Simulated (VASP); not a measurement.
# SiC (P6_3mc) in VASP: further runs, part 2 of 2

VASP 6.6.1. Earlier steps stand in the parts before.

## 5. Single point, revPBE+D4

This run uses another cell than the first one, of 10.20 Å³/atom.

File INCAR:

```
PREC     = Accurate       # precision mode
ENCUT    = 520            # plane-wave cutoff, eV
EDIFF    = 1E-6           # SCF threshold, eV
ISMEAR   = -1             # smearing method
SIGMA    = 0.05           # smearing width, eV
LREAL    = False          # projectors in reciprocal space
LASPH    = True           # aspherical terms in the spheres
NELM     = 60             # most SCF steps
ALGO     = Normal         # electronic algorithm
ISIF     = 2              # what is computed and relaxed
LWAVE    = False          # write WAVECAR
LCHARG   = False          # write CHGCAR
GGA      = RE             # functional
IVDW     = 13             # dispersion correction
NBANDS   = 16             # bands
```

File KPOINTS:

```
Automatic mesh
0
Gamma
  10 10 5
```

File POSCAR:

```
SiC
1.0
    3.0611918088      0.0000000000      0.0000000000
   -1.5305959044      2.6510698723      0.0000000000
    0.0000000000      0.0000000000      5.0255746904
Si C
2 2
Direct
    0.6666666667      0.3333333333      0.5046707445
    0.3333333333      0.6666666667      0.0046707445
    0.6666666667      0.3333333333      0.8803292555
    0.3333333333      0.6666666667      0.3803292555
```

Potentials or basis: VASP PAW PBE potentials, release 64 (Si, C).

Run with:

```console
$ cat potpaw_PBE.64/Si/POTCAR potpaw_PBE.64/C/POTCAR > POTCAR
$ mpirun -np 1 vasp_std > vasp.out
```

OUTCAR:

```text
PREC = Accurate
   ENCUT = 520
   EDIFF = 1E-6
   ISMEAR = -1
   LREAL = False
   LASPH = True
   NELM = 60
   ISIF = 2
   GGA = RE
   IVDW = 13

 ion  position               nearest neighbor table
   1  0.667  0.333  0.505-   4 1.87   4 1.87   4 1.87   3 1.89   2 3.07   2 3.07   2 3.07   2 3.07
                             2 3.07   2 3.07
   2  0.333  0.667  0.005-   3 1.87   3 1.87   3 1.87   4 1.89   1 3.07   1 3.07   1 3.07   1 3.07
                             1 3.07   1 3.07
   3  0.667  0.333  0.880-   2 1.87   2 1.87   2 1.87   1 1.89
   4  0.333  0.667  0.380-   1 1.87   1 1.87   1 1.87   2 1.89

  LATTYP: Found a hexagonal cell.
 ALAT       =     3.0611918088
 C/A-ratio  =     1.6417052587

  Lattice vectors:

 A1 = (   3.0611918088,   0.0000000000,   0.0000000000)
 A2 = (  -1.5305959044,   2.6510698723,   0.0000000000)
 A3 = (   0.0000000000,   0.0000000000,   5.0255746904)

Analysis of symmetry for initial positions (statically):
=====================================================================
 Subroutine PRICEL returns:
 Original cell was already a primitive cell.

 Routine SETGRP: Setting up the symmetry group for a
 hexagonal supercell.

 Subroutine GETGRP returns: Found 12 space group operations
[... 177 lines left out ...]

 k-point     1 :       0.0000    0.0000    0.0000
  band No.  band energies     occupation
      1      -7.2096      2.00000
      2      -3.6059      2.00000
      3      -0.2822      2.00000
      4       7.1719      2.00000
      5       7.1719      2.00000
      6       8.3709      2.00000
[... 433 lines left out ...]
      3       0.3497      2.00000
      4       1.8521      2.00000
      5       3.7655      2.00000
      6       4.7200      2.00000
[... 8 lines left out ...]
     15      20.1835      0.00000
     16      21.5859      0.00000

 [... further k-points ...]

------------------------ aborting loop because EDIFF is reached ----------------------------------------

  DFT-D4 for vdW energy calculation

  Edisp (eV):   -2.61614

  FORCE on cell =-STRESS in cart. coord.  units (eV):
  Direction    XX          YY          ZZ          XY          YZ          ZX
  --------------------------------------------------------------------------------------
  -------------------------------------------------------------------------------------
  Total      -0.11799    -0.11799    -0.11844     0.00000    -0.00000     0.00000
  in kB      -4.63527    -4.63527    -4.65269     0.00000    -0.00000     0.00000
  external pressure =       -4.64 kB  Pullay stress =        0.00 kB

 VOLUME and BASIS-vectors are now :
 -----------------------------------------------------------------------------
  energy-cutoff  :      520.00
  volume of cell :       40.78
      direct lattice vectors                 reciprocal lattice vectors
     3.061191809  0.000000000  0.000000000     0.326670154  0.188603101  0.000000000
    -1.530595904  2.651069872  0.000000000     0.000000000  0.377206203  0.000000000
     0.000000000  0.000000000  5.025574690     0.000000000  0.000000000  0.198982218

 POSITION                                       TOTAL-FORCE (eV/Angst)
 -----------------------------------------------------------------------------------
      1.53060      0.88369      2.53626        -0.000000      0.000000      0.000365
     -0.00000      1.76738      0.02347         0.000000     -0.000000      0.000365
      1.53060      0.88369      4.42416        -0.000000     -0.000000     -0.000365
     -0.00000      1.76738      1.91137        -0.000000      0.000000     -0.000365
 -----------------------------------------------------------------------------------
    total drift:                               -0.000000      0.000000     -0.000095

  FREE ENERGIE OF THE ION-ELECTRON SYSTEM (eV)
  ---------------------------------------------------
  free  energy   TOTEN  =       -31.4630149607 eV

  energy  without entropy=      -31.4630149606  energy(sigma->0) =      -31.46301496
```

Wall time 26 s (1 thread of Intel Xeon 8259CL, shared host); peak memory 0.16 GiB.

What came out:

```
Free energy                : -31.4630 eV
Pressure                   : -0.5 GPa
Band gap on the k mesh     : 2.43 eV (least direct gap 4.02 eV)
Dispersion energy per atom : -0.654 eV
```

Caveat: the PAW data sets were made with another functional, which shifts forces and pressure a little; an odd mesh through Γ misses points on the zone boundary, where band edges can lie.

## 6. Overview

```csv
level,cell,k mesh,grid for exact exchange (PRECFOCK),share of exact exchange,gap on the mesh (eV),pressure (GPa),largest force (eV/Å)
PBE0,"a = 3.076, b = 3.076, c = 5.048 Å, angles 90.0, 90.0, 120.0°, 4 atoms, atomic positions A",6 × 6 × 3,Normal,0.25,3.93,-1.6,0.77
r2SCAN0,"a = 3.076, b = 3.076, c = 5.048 Å, angles 90.0, 90.0, 120.0°, 4 atoms, atomic positions A",6 × 6 × 3,Normal,0.25,4.16,-3.5,0.78
PBE,"a = 3.076, b = 3.076, c = 5.048 Å, angles 90.0, 90.0, 120.0°, 4 atoms, atomic positions A",7 × 7 × 4,-,-,2.63,3.6,0.75
revPBE+D4,"a = 3.061, b = 3.061, c = 5.026 Å, angles 90.0, 90.0, 120.0°, 4 atoms, atomic positions B",10 × 10 × 5,-,-,2.43,-0.5,-
```

Alike in all rows: task single point; potentials or basis VASP PAW PBE potentials, release 64 (Si, C); no spin polarisation; cutoff (eV) 520; smearing fermi-dirac 0.05 eV.

On the cell as given the gap runs from 2.63 eV (PBE) to 4.16 eV (r2SCAN0); the meshes differ, which moves gaps too. The pressure there spans -3.5 GPa (r2SCAN0) to 3.6 GPa (PBE); a positive pressure means that this level wants a larger cell, a negative one a smaller.

Caveats: an odd mesh through Γ misses points on the zone boundary, where band edges can lie; the PAW data sets were made with another functional, which shifts forces and pressure a little (at least some runs); the cell stands under tension (at least some runs); the cell stands under pressure (at least some runs).

Absolute energies hang on the potentials; compare differences alone.
